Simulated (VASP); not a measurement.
Here is a VASP 6.6.1 calculation.

INCAR

```
SYSTEM = Ga2W
PREC = Accurate
ENCUT = 520
EDIFF = 1E-6
ISMEAR = 0
SIGMA = 0.1
LREAL = .False.
LASPH = .True.
NELM = 80
ALGO = Fast
ISIF = 2
LWAVE = .False.
LCHARG = .True.
GGA = PE
LELF = .True.
LVHAR = .True.
NBANDS = 49
```

KPOINTS

```
Automatic mesh
0
Gamma
  6 6 6
  0 0 0
```

Contents of POSCAR:

```
Ga2W
1.0
   -1.9527014835      1.9527014835      6.7894947850
    1.9527014835     -1.9527014835      6.7894947850
    1.9527014835      1.9527014835     -6.7894947850
Ga W
4 2
Direct
    0.4165000000      0.4165000000      0.0000000000
    0.1665000000      0.6665000000      0.5000000000
    0.3335000000      0.8335000000      0.5000000000
    0.5835000000      0.5835000000      0.0000000000
    0.0000000000      0.0000000000      0.0000000000
    0.7500000000      0.2500000000      0.5000000000
```

Potentials or basis: VASP PAW PBE potentials, release 64 (Ga_d, W_sv).

Launch:

```bash
$ cat potpaw_PBE.64/Ga_d/POTCAR potpaw_PBE.64/W_sv/POTCAR > POTCAR
$ mpirun -np 1 vasp_std > vasp.out
```

Problem. Predict the pressure.

Solution. -3.7 GPa.

Problem. Estimate the largest force.

Solution. 0.021 eV/Å.

Problem. Estimate the band gap on the k mesh.

Solution. Zero (band 40 reaches 8.44 eV, above the bottom of band 41 at 7.73 eV).

Stress tensor (GPa, compression positive):
```
-9.21  0.00  0.00
 0.00 -9.21  0.00
 0.00  0.00  7.41
```

Caveat: the k points lie up to 0.38 Å⁻¹ apart; spin-orbit coupling is left out, which moves the levels of the heavy elements.
